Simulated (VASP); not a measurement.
# Si (a cell with a defect) in VASP: further runs, part 2 of 2

VASP 6.6.1. Earlier steps stand in the parts before.

## 3. Single point, LDA

File INCAR:

```
ALGO     = Normal         # electronic algorithm
EDIFF    = 1E-7           # SCF threshold, eV
ENCUT    = 520            # plane-wave cutoff, eV
GGA      = CA             # functional
ISIF     = 2              # what is computed and relaxed
ISMEAR   = 0              # smearing method
LASPH    = True           # aspherical terms in the spheres
LCHARG   = False          # write CHGCAR
LREAL    = Auto         
LWAVE    = False          # write WAVECAR
NBANDS   = 48             # bands
NELM     = 80             # most SCF steps
PREC     = Accurate       # precision mode
SIGMA    = 0.05           # smearing width, eV
```

File KPOINTS:

```
k-points
0
Gamma
  2 2 2
```

File POSCAR:

```
Si
1.0
    0.0000000000      5.4300000000      5.4300000000
    5.4300000000      0.0000000000      5.4300000000
    5.4300000000      5.4300000000      0.0000000000
Si
17
Direct
    0.0017546041     -0.0007030387     -0.0006879374
    0.1238298343      0.1229156538      0.1229156538
   -0.0028595764     -0.0031761510      0.5029483425
    0.1238576427      0.1230834254      0.6299871087
   -0.0028613260      0.5029473297     -0.0031784530
    0.1238597606      0.6299709945      0.1230905157
   -0.0029118785      0.5030708103      0.5030768877
    0.1261106814      0.6246394107      0.6246383057
    0.5040752302     -0.0034157459     -0.0034162983
    0.6325860037      0.1224220994      0.1224278085
    0.5040594843     -0.0033254144      0.5026020258
    0.6250282689      0.1261280847      0.6243873849
    0.5040592081      0.5025956722     -0.0033223757
    0.6250271639      0.6243875691      0.1261260589
    0.5000265193      0.5000066298      0.5000046041
    0.6249988029      0.6244586556      0.6244612339
    0.2517217311      0.2493178637      1.2493316759
```

Potentials or basis: VASP PAW LDA potentials, release 64 (Si).

Run with:

```console
cat potpaw_LDA.64/Si/POTCAR > POTCAR
mpirun -np 1 vasp_std > vasp.out
```

OUTCAR:

```text
EDIFF = 1E-7
   ENCUT = 520
   GGA = CA
   ISIF = 2
   ISMEAR = 0
   LASPH = True
   LREAL = Auto
   NELM = 80
   PREC = Accurate

 ion  position               nearest neighbor table
   1  0.002  0.999  0.999-  10 2.31   2 2.32   4 2.32   6 2.32
   2  0.124  0.123  0.123-   1 2.32   5 2.38   3 2.38   9 2.38  17 2.39
   3  0.997  0.997  0.503-  12 2.33   8 2.33   4 2.38   2 2.38  17 2.75
   4  0.124  0.123  0.630-   1 2.32   7 2.38   3 2.38  11 2.38  17 2.39
   5  0.997  0.503  0.997-  14 2.33   8 2.33   6 2.38   2 2.38  17 2.75
[... 617 lines left out ...]
  Total        3.4851638      3.4875392      3.4875959      0.0012559     -0.0015492      0.0014250
  in kB       17.4383059     17.4501914     17.4504753      0.0062842     -0.0077517      0.0071300
  external PRESSURE =      17.4463242 kB  Pullay stress =       0.0000000 kB

 VOLUME and BASIS-vectors are now :
 -----------------------------------------------------------------------------
  energy-cutoff  :      520.00
  volume of cell :      320.21
      direct lattice vectors                 reciprocal lattice vectors
     0.000000000  5.430000000  5.430000000    -0.092081031  0.092081031  0.092081031
     5.430000000  0.000000000  5.430000000     0.092081031 -0.092081031  0.092081031
     5.430000000  5.430000000  0.000000000     0.092081031  0.092081031 -0.092081031

 POSITION                                       TOTAL-FORCE (eV/Angst)
 -----------------------------------------------------------------------------------
     10.85245      5.43579      5.43571        -0.004183      0.003583      0.003454
      1.33486      1.33983      1.33983        -0.010538     -0.007661     -0.007664
      8.14376      8.14548     10.82723        -0.004313      0.003878      0.022984
      4.08917      4.09338      1.34089         0.011539      0.013852     -0.011783
      8.14375     10.82720      8.14547        -0.004271      0.023151      0.003861
      4.08912      1.34094      4.09330         0.011754     -0.012005      0.014049
[... 9 lines left out ...]
      6.78163      6.78457      6.78455        -0.013022     -0.019800     -0.019815
      2.70767      2.72072      2.72064        -0.003843      0.001942      0.001912
 -----------------------------------------------------------------------------------
    total drift:                                0.000818     -0.000741     -0.000639

  FREE ENERGIE OF THE ION-ELECTRON SYSTEM (eV)
  ---------------------------------------------------
  free  energy   TOTEN  =       -97.5579176469 eV

  energy  without entropy=      -97.5471121184  energy(sigma->0) =      -97.55251488
```

Wall time 2.6 min (1 thread of Intel Xeon 6975P-C (Granite Rapids), shared host); peak memory 0.37 GiB.

What came out:

- Free energy: -97.5579 eV
- Pressure: 1.7 GPa
- Largest force: 0.034 eV/Å
- Band gap on the k mesh: zero (bands 34 and 35 overlap by 0.24 eV)

Forces on the atoms (eV/Å):
```
Si  -0.004  0.004  0.003
Si  -0.011 -0.008 -0.008
Si  -0.004  0.004  0.023
Si   0.012  0.014 -0.012
Si  -0.004  0.023  0.004
Si   0.012 -0.012  0.014
Si  -0.026  0.004  0.004
Si  -0.019  0.020  0.020
Si   0.015 -0.004 -0.004
Si   0.004 -0.004 -0.004
Si   0.003 -0.014 -0.004
Si   0.019 -0.019  0.013
Si   0.003 -0.004 -0.014
Si   0.019  0.013 -0.019
Si  -0.001  0.001  0.001
Si  -0.013 -0.020 -0.020
Si  -0.004  0.002  0.002
```

Caveat: the k points lie up to 0.50 Å⁻¹ apart.

## 4. Single point, LDA

File INCAR:

```
ALGO = Normal ; EDIFF = 1E-7
ENCUT = 520 ; GGA = CA
ISIF = 2 ; ISMEAR = 0
LASPH = True ; LCHARG = False
LREAL = Auto ; LWAVE = False
NBANDS = 48 ; NELM = 80
PREC = Accurate ; SIGMA = 0.05
```

KPOINTS is that of step 3.

File POSCAR:

```
Si
1.0
    0.0000000000      5.4300000000      5.4300000000
    5.4300000000      0.0000000000      5.4300000000
    5.4300000000      5.4300000000      0.0000000000
Si
17
Direct
   -0.0000465009      0.0005645488     -0.0011415285
    0.1212393186      0.1222538674      0.1280971455
    0.0000865562      0.0007029466      0.5002740331
    0.1248724678      0.1250783610      0.6249774401
   -0.0065548803      0.5023333333      0.0018057090
    0.1212003683      0.6283605893      0.1280764273
    0.0000642726      0.4989482505      0.5002510129
    0.1213466851      0.6285242173      0.6215781768
    0.5013933702     -0.0051184162      0.0015834254
    0.6278411602      0.1220074586      0.1279930939
    0.4987532228      0.0005384899      0.5001101289
    0.6279151934      0.1222430018      0.6214571823
    0.5013051565      0.5019742173      0.0014941068
    0.6241509208      0.6255905157      0.1243247698
    0.5016253223      0.5023387661      0.4936168508
    0.6278983425      0.6283379374      0.6214145488
    0.3741111418      0.3756175875      0.8742949355
```

Potentials or basis: VASP PAW LDA potentials, release 64 (Si).

Run with:

```console
cat potpaw_LDA.64/Si/POTCAR > POTCAR
mpirun -np 1 vasp_std > vasp.out
```

OUTCAR:

```text
EDIFF = 1E-7
   ENCUT = 520
   GGA = CA
   ISIF = 2
   ISMEAR = 0
   LASPH = True
   LREAL = Auto
   NELM = 80
   PREC = Accurate

 ion  position               nearest neighbor table
   1  1.000  0.001  0.999-  10 2.33   6 2.33   2 2.33   4 2.34
   2  0.121  0.122  0.128-   3 2.33   1 2.33   5 2.38   9 2.38  17 2.75
   3  0.000  0.001  0.500-  12 2.33   2 2.33   8 2.33   4 2.34
   4  0.125  0.125  0.625-   3 2.34   7 2.34  11 2.34   1 2.34
   5  0.993  0.502  0.002-  14 2.32   6 2.38   2 2.38   8 2.38  17 2.39
   6  0.121  0.628  0.128-   7 2.33   1 2.33   5 2.38  13 2.38  17 2.75
   7  0.000  0.499  0.500-  16 2.33   6 2.33   8 2.33   4 2.34
   8  0.121  0.629  0.622-   3 2.33   7 2.33   5 2.38  15 2.38  17 2.74
   9  0.501  0.995  0.002-  14 2.32  10 2.38  12 2.38   2 2.38  17 2.39
  10  0.628  0.122  0.128-   1 2.33  11 2.33  13 2.38   9 2.38  17 2.76
  11  0.499  0.001  0.500-  10 2.33  16 2.33  12 2.33   4 2.34
  12  0.628  0.122  0.621-   3 2.33  11 2.33  15 2.38   9 2.38  17 2.75
  13  0.501  0.502  0.001-  14 2.32  10 2.38  16 2.38   6 2.38  17 2.39
  14  0.624  0.626  0.124-   9 2.32  15 2.32  13 2.32   5 2.32
  15  0.502  0.502  0.494-  14 2.32  16 2.38  12 2.38   8 2.38  17 2.39
  16  0.628  0.628  0.621-   7 2.33  11 2.33  15 2.38  13 2.38  17 2.75
[... 213 lines left out ...]
      5      -3.6699      2.00000
      6      -2.8389      2.00000
[... 381 lines left out ...]
     45      10.0154      0.00000
     46      10.0216      0.00000
 [bands above 46 left out]

------------------------ aborting loop because EDIFF is reached ----------------------------------------

  FORCE on cell =-STRESS in cart. coord.  units (eV):
  Direction    XX          YY          ZZ          XY          YZ          ZX
  --------------------------------------------------------------------------------------
  -------------------------------------------------------------------------------------
  Total        3.4994744      3.4992903      3.5004592      0.0012713     -0.0032673      0.0073411
  in kB       17.5099103     17.5089889     17.5148377      0.0063610     -0.0163481      0.0367318
  external PRESSURE =      17.5112457 kB  Pullay stress =       0.0000000 kB

 VOLUME and BASIS-vectors are now :
 -----------------------------------------------------------------------------
  energy-cutoff  :      520.00
  volume of cell :      320.21
      direct lattice vectors                 reciprocal lattice vectors
     0.000000000  5.430000000  5.430000000    -0.092081031  0.092081031  0.092081031
     5.430000000  0.000000000  5.430000000     0.092081031 -0.092081031  0.092081031
     5.430000000  5.430000000  0.000000000     0.092081031  0.092081031 -0.092081031

 POSITION                                       TOTAL-FORCE (eV/Angst)
 -----------------------------------------------------------------------------------
      5.42687     10.85355      5.43281        -0.021138     -0.017011      0.021602
      1.35941      1.35390      1.32217        -0.005092      0.001414      0.018088
      2.72030      2.71696      0.00429         0.018200      0.017597      0.018254
      4.07280      4.07168      1.35723        -0.000033     -0.002702     -0.000444
      2.73747      5.40421      8.12208         0.006271     -0.010951     -0.006676
      4.10745      1.35357      4.07012        -0.018942      0.001595      0.004743
[... 9 lines left out ...]
      6.78616      6.78377      6.82136         0.003712      0.000437     -0.019248
      6.78702      6.77884      4.07103         0.000094      0.006153      0.000723
 -----------------------------------------------------------------------------------
    total drift:                                0.000630      0.014300      0.003170

  FREE ENERGIE OF THE ION-ELECTRON SYSTEM (eV)
  ---------------------------------------------------
  free  energy   TOTEN  =       -97.5580290476 eV

  energy  without entropy=      -97.5472236618  energy(sigma->0) =      -97.55262635
```

Run time: 2.2 min. Hardware: 1 thread of Intel Xeon 6975P-C (Granite Rapids), shared host; peak memory 0.37 GiB.

Results:

| Quantity | Value |
| --- | --- |
| Free energy | -97.5580 eV |
| Pressure | 1.8 GPa |
| Largest force | 0.035 eV/Å |
| Band gap on the k mesh | zero (bands 34 and 35 overlap by 0.24 eV) |

Forces in eV/Å, atoms in the order of the input:
```
Si  -0.021 -0.017  0.022
Si  -0.005  0.001  0.018
Si   0.018  0.018  0.018
Si   0.000 -0.003  0.000
Si   0.006 -0.011 -0.007
Si  -0.019  0.002  0.005
Si  -0.019  0.018 -0.018
Si  -0.001  0.019  0.001
Si  -0.009  0.007 -0.010
Si   0.000 -0.026  0.000
Si   0.022 -0.018 -0.021
Si   0.018  0.000 -0.004
Si   0.012  0.009  0.011
Si   0.000  0.005  0.000
Si  -0.005 -0.011  0.005
Si   0.004  0.000 -0.019
Si   0.000  0.006  0.001
```

Caveat: the k points lie up to 0.50 Å⁻¹ apart.
